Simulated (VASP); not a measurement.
Set up this calculation in VASP 6.6.1, as the native input.

| Item | Value |
| --- | --- |
| Task | single point |
| Functional | PBE |
| Potentials or basis | VASP PAW PBE potentials, release 64 (Ba_sv, Te) |
| Cutoff | 520 eV |
| k mesh | 4 × 4 × 4 |
| Occupations | gaussian, width 0.01 eV |
| Spin | no spin polarisation |
| Dipole correction | no |
| Further INCAR settings | ALGO = Normal; EDIFF = 1e-06; NBANDS = 15 |

The structure of BaTe lies in POSCAR:

```
BaTe
1.0
    0.0000000000      3.6902766683      3.4896019900
    3.6902766683      0.0000000000      3.4896019900
    3.6902766683      3.6902766683      0.0000000000
Ba Te
1 1
Direct
    0.0000000000      0.0000000000      0.0000000000
    0.5000000000      0.5000000000      0.5000000000
```

This cell differs from its parent crystal: epitaxial xy strain +4.5%.

The input as run:

INCAR

```
SYSTEM = BaTe
ALGO = Normal
EDIFF = 1E-6
ENCUT = 520
GGA = PE
ISIF = 2
ISMEAR = 0
LASPH = .TRUE.
LCHARG = .FALSE.
LREAL = .FALSE.
LWAVE = .FALSE.
NBANDS = 15
NELM = 60
PREC = Accurate
SIGMA = 0.01
```

KPOINTS

```
k-points
0
G
  4 4 4
  0 0 0
```

Potentials or basis: VASP PAW PBE potentials, release 64 (Ba_sv, Te).

Command:

```bash
$ cat potpaw_PBE.64/Ba_sv/POTCAR potpaw_PBE.64/Te/POTCAR > POTCAR
$ mpirun -np 1 vasp_std > vasp.out
```

It gave:

```json
{"Pressure": "-1.3 GPa", "Band gap on the k mesh": "1.64 eV (least direct gap 2.02 eV)"}
```

Caveat: the cell differs from its parent crystal (epitaxial xy strain +4.5%); spin-orbit coupling is left out, which moves the levels of the heavy elements.

Wall time 16 s on 1 thread of Intel(R) Xeon(R) 6975P-C (Granite Rapids) (shared host), peak memory 0.23 GiB.
